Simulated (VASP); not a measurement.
# MgO (Amm2) in VASP: further runs

Runs on MgO. Level: LDA. Tasks: single point.

Program: VASP 6.6.1. These are calculated values, not measurements. Logs are shortened: lines on timing, memory, paths and dates and some standing lists are left out, and cuts for length are marked.

### 1 The cell of the first run

The structure is orthorhombic, space group Amm2 (No. 38). Conventional cell: a = 2.680 Å, b = 2.938 Å, c = 4.936 Å, α = 90.00°, β = 90.00°, γ = 90.00°. Within 3.0 Å of Mg (site symmetry mm2) lie 6 O at 2.12 to 2.15 Å and 8 Mg at 2.68 to 2.94 Å. Within 3.0 Å of O (site symmetry mm2) lie 6 Mg at 2.12 to 2.15 Å and 8 O at 2.68 to 2.94 Å.

### 2 Single point, LDA (strain -0.0300 x Voigt [0, 1, 0, 0, 0, 0])

Contents of INCAR:

```
PREC = Accurate ; ENCUT = 840
EDIFF = 1E-6 ; ISMEAR = 0
SIGMA = 0.05 ; LREAL = False
LASPH = True ; NELM = 120
ALGO = Normal ; ISIF = 2
LWAVE = False ; LCHARG = False
GGA = CA ; NBANDS = 15
GGA_COMPAT = False
```

Contents of KPOINTS:

```
regular mesh
0
Gamma
  9 9 8
```

Contents of POSCAR:

```
MgO
1.0
    2.9380209034      0.0000000000      0.0000000000
   -1.4690104517      2.4680687170      0.0000000000
    0.0000000000      0.0000000000      2.6796800000
Mg O
1 1
Direct
    0.0000000000      0.0000000000      0.0000000000
    0.3333333333      0.6666666667      0.5000000000
```

Potentials or basis: VASP PAW LDA potentials, release 64 (Mg_sv, O).

The run is started by

```
$ cat potpaw_LDA.64/Mg_sv/POTCAR potpaw_LDA.64/O/POTCAR > POTCAR
$ mpirun -np 1 vasp_std > vasp.out
```

OUTCAR:

```text
PREC = Accurate
   ENCUT = 840
   EDIFF = 1E-6
   ISMEAR = 0
   LREAL = False
   LASPH = True
   NELM = 120
   ISIF = 2
   GGA = CA

 ion  position               nearest neighbor table
   1  0.000  0.000  0.000-   2 2.12   2 2.12
   2  0.333  0.667  0.500-   1 2.12   1 2.12

  Warning from LATTYP: Monoclinic adjustment (A1->A3, A2->A1, A3->A2)!
  LATTYP: Found a base centered orthorhombic cell.
 ALAT       =     2.9380209034
 B/A-ratio  =     1.6800892833
 C/A-ratio  =     0.9120697531

  Lattice vectors:

 A1 = (   1.4690104517,  -2.4680687170,   0.0000000000)
 A2 = (   1.4690104517,   2.4680687170,   0.0000000000)
 A3 = (   0.0000000000,   0.0000000000,   2.6796800000)

Analysis of symmetry for initial positions (statically):
=====================================================================
 Subroutine PRICEL returns:
 Original cell was already a primitive cell.

 Routine SETGRP: Setting up the symmetry group for a
 base centered orthorhombic supercell.

 Subroutine GETGRP returns: Found  4 space group operations
 (whereof  4 operations were pure point group operations)
 out of a pool of  8 trial point group operations.

The static configuration has the point symmetry C_2v.

Analysis of symmetry for dynamics (positions and initial velocities):
=====================================================================
 Subroutine PRICEL returns:
 Original cell was already a primitive cell.

 Routine SETGRP: Setting up the symmetry group for a
 base centered orthorhombic supercell.

 Subroutine GETGRP returns: Found  4 space group operations
 (whereof  4 operations were pure point group operations)
 out of a pool of  8 trial point group operations.

The dynamic configuration has the point symmetry C_2v.

 Subroutine INISYM returns: Found  4 space group operations
 (whereof  4 operations are pure point group operations),
 and found     1 'primitive' translations

----------------------------------------------------------------------------------------

                                     Primitive cell

  volume of cell :      19.4310

  direct lattice vectors                    reciprocal lattice vectors
     2.938020903  0.000000000  0.000000000     0.340365175  0.202587552  0.000000000
    -1.469010452  2.468068717  0.000000000     0.000000000  0.405175104  0.000000000
     0.000000000  0.000000000  2.679680000     0.000000000  0.000000000  0.373178887

  length of vectors
     2.938020903  2.872169023  2.679680000     0.396093637  0.405175104  0.373178887

  position of ions in fractional coordinates (direct lattice)
     0.000000000  0.000000000  0.000000000
[... 91 lines left out ...]
   EMIN   =  10.00;   EMAX   =-10.00  energy-range for DOS
   EFERMI =   0.00;   METHOD = LEGACY
   ISMEAR =     0;   SIGMA  =   0.05  broadening in eV -4-tet -1-fermi 0-gaus
   EFERMI_NEDOS =   21; number of points for ismear=-14 and -15
   IALGO  =     38    algorithm
   IMIX   =      4    mixing-type and parameters
     AMIX     =   0.40;   BMIX     =  1.00
     AMIX_MAG =   1.60;   BMIX_MAG =  1.00
  volume/ion in A,a.u.               =       9.72        65.56
  Fermi-wavevector in a.u.,A,eV,Ry     =   1.534440  2.899670 32.034985  2.354505
  Thomas-Fermi vector in A             =   2.641367
   LORBIT       =      0    0 simple, 1 ext, 2 COOP (PROOUT), +10 PAW based schemes
   GGA     = CA    functional components
   LHFCALC =     F    Hartree Fock is set to
   AEXX    =    0.0000 exact exchange contribution
   IVDW    =     0    specifies the selected vdW correction
   LEPSILON=     F    determine dielectric tensor
   LRPA    =     F    only Hartree local field effects (RPA)
 non-spin polarized calculation
 Gauss-broadening in eV      SIGMA  =   0.05
  energy-cutoff  :      840.00
  volume of cell :       19.43
 maximum number of plane-waves:      1086
   NGX = 13   NGY = 13   NGZ = 13

 number of electron      16.0000010 magnetization

 Free energy of the ion-electron system (eV)
  ---------------------------------------------------
  ext. energy  EPLUGINS =         0.00000000
  ---------------------------------------------------
  free energy    TOTEN  =       -12.51174897 eV

  energy without entropy =      -12.51174897  energy(sigma->0) =      -12.51174897

 E-fermi :   3.3222     XC(G=0): -11.7065

 val. band max:        2.9561314908   @ k =   0.0000   0.0000   0.5000
 cond. band min:       6.0856513994   @ k =   0.0000   0.0000   0.0000
 fundamental gap:      3.1295199086
 Fermi energy:         3.3222472148

 k-point     1 :       0.0000    0.0000    0.0000
  band No.  band energies     occupation
      1     -69.3713      2.00000
      2     -36.8452      2.00000
      3     -36.8430      2.00000
      4     -36.7808      2.00000
      5     -14.3647      2.00000
      6       2.3124      2.00000
      7       2.3864      2.00000
      8       2.4770      2.00000
      9       6.0857      0.00000
     10      14.5858      0.00000
     11      18.3538      0.00000
     12      19.1019      0.00000
     13      23.0742      0.00000
     14      23.6813      0.00000
[... 401 lines left out ...]
      2     -36.9345      2.00000
      3     -36.8651      2.00000
      4     -36.7701      2.00000
      5     -13.1559      2.00000
      6      -1.9432      2.00000
      7       1.4986      2.00000
      8       2.7843      2.00000
      9       9.3415      0.00000
     10      13.7295      0.00000
     11      16.0618      0.00000
     12      20.5371      0.00000
     13      21.7287      0.00000
     14      25.0322      0.00000
     15      27.5827      0.00000

 [... further k-points ...]

------------------------ aborting loop because EDIFF is reached ----------------------------------------

  FORCE on cell =-STRESS in cart. coord.  units (eV):
  Direction    XX          YY          ZZ          XY          YZ          ZX
  --------------------------------------------------------------------------------------
  -------------------------------------------------------------------------------------
  Total       -0.7457830      0.1280215     -1.3251095      0.0000000      0.0000000      0.0000000
  in kB      -61.4933253     10.5559751   -109.2615361      0.0000000      0.0000000      0.0000000
  external PRESSURE =     -53.3996288 kB  Pullay stress =       0.0000000 kB

 VOLUME and BASIS-vectors are now :
 -----------------------------------------------------------------------------
  energy-cutoff  :      840.00
  volume of cell :       19.43
      direct lattice vectors                 reciprocal lattice vectors
     2.938020903  0.000000000  0.000000000     0.340365175  0.202587552  0.000000000
    -1.469010452  2.468068717  0.000000000     0.000000000  0.405175104  0.000000000
     0.000000000  0.000000000  2.679680000     0.000000000  0.000000000  0.373178887

 POSITION                                       TOTAL-FORCE (eV/Angst)
 -----------------------------------------------------------------------------------
      0.00000      0.00000      0.00000         0.000000     -0.009955      0.000000
     -0.00000      1.64538      1.33984         0.000000      0.009955      0.000000
 -----------------------------------------------------------------------------------
    total drift:                                0.000000      0.000443     -0.000000

  FREE ENERGIE OF THE ION-ELECTRON SYSTEM (eV)
  ---------------------------------------------------
  free  energy   TOTEN  =       -12.5117489715 eV

  energy  without entropy=      -12.5117489715  energy(sigma->0) =      -12.51174897
```

stdout:

```text
POSCAR found type information on POSCAR MgO
 POSCAR found :  2 types and       2 ions
 scaLAPACK will be used
 LDA part: xc-table for (Slater(with rela. corr.)+CA(PZ))
 , standard interpolation
 POSCAR, INCAR and KPOINTS ok, starting setup
 FFT: planning ... GRIDC
 FFT: planning ... GRID_SOFT
 FFT: planning ... GRID
 WAVECAR not read
 entering main loop
```

Wall time 21 s (1 thread of Intel Xeon 6975P-C (Granite Rapids), shared host); peak memory 0.18 GiB.

What came out:

```yaml
Free_energy: -12.5117 eV
Pressure: -5.3 GPa
Largest_force: 0.010 eV/Å
Band_gap_on_the_k_mesh: 3.13 eV (least direct gap 3.61 eV)
```

Forces in eV/Å, atoms in the order of the input:
```
Mg   0.000 -0.010  0.000
O    0.000  0.010  0.000
```

Levels at points of the mesh, in eV from the valence-band top:
| k point | band 5 | band 6 | band 7 | band 8 | band 9 | band 10 | band 11 | band 12 |
| --- | --- | --- | --- | --- | --- | --- | --- | --- |
| (0.00, 0.00, 0.00) | -17.32 | -0.64 | -0.57 | -0.48 | 3.13 | 11.63 | 15.40 | 16.15 |
| (0.00, 0.00, 0.50) | -16.15 | -5.63 | -0.13 | 0.00 | 8.48 | 8.99 | 17.16 | 17.95 |

Caveat: the cell differs from its parent crystal (strain -0.0300 x Voigt [0, 1, 0, 0, 0, 0]); the stress differs along the axes, from -11 to 1 GPa. A k mesh can miss the band edges.

### 3 Single point, LDA (strain +0.0600 x Voigt [0, 1, 0, 0, 0, 0])

Contents of INCAR:

```
  PREC = Accurate
  ENCUT = 840
  EDIFF = 1E-6
  ISMEAR = 0
  SIGMA = 0.05
  LREAL = False
  LASPH = True
  NELM = 120
  ALGO = Normal
  ISIF = 2
  LWAVE = False
  LCHARG = False
  NBANDS = 15
  GGA_COMPAT = False
```

KPOINTS is that of step 2.

Contents of POSCAR:

```
MgO
1.0
    2.9380209034      0.0000000000      0.0000000000
   -1.4690104517      2.6970647835      0.0000000000
    0.0000000000      0.0000000000      2.6796800000
Mg O
1 1
Direct
    0.0000000000      0.0000000000      0.0000000000
    0.3333333333      0.6666666667      0.5000000000
```

Potentials or basis: VASP PAW LDA potentials, release 64 (Mg_sv, O).

The run is started by

```
$ cat potpaw_LDA.64/Mg_sv/POTCAR potpaw_LDA.64/O/POTCAR > POTCAR
$ mpirun -np 1 vasp_std > vasp.out
```

Run time: 44 s. Hardware: 1 thread of Intel Xeon Platinum 8488C (Sapphire Rapids), shared host; peak memory 0.19 GiB.

It converged, with:

| Quantity | Value |
| --- | --- |
| Free energy | -12.3755 eV |
| Pressure | -14.4 GPa |
| Largest force | 0.110 eV/Å |
| Band gap on the k mesh | 2.34 eV (least direct gap 2.68 eV) |

Forces on the atoms (eV/Å):
```
Mg   0.000 -0.110  0.000
O    0.000  0.110  0.000
```

Stress tensor (GPa, compression positive):
```
-11.85   0.00   0.00
  0.00 -24.39   0.00
  0.00   0.00  -7.05
```

Levels at points of the mesh, in eV from the valence-band top:
```
           k point  band 6  band 7  band 8  band 9  band 10  band 11
(0.00, 0.00, 0.00)   -1.07   -0.74   -0.34    2.34    11.38    13.70
(0.00, 0.00, 0.50)   -5.26   -0.48   -0.24    7.26     8.37    15.92
```

Caveat: the cell differs from its parent crystal (strain +0.0600 x Voigt [0, 1, 0, 0, 0, 0]); the stress differs along the axes, from -24 to -7 GPa. A k mesh can miss the band edges.
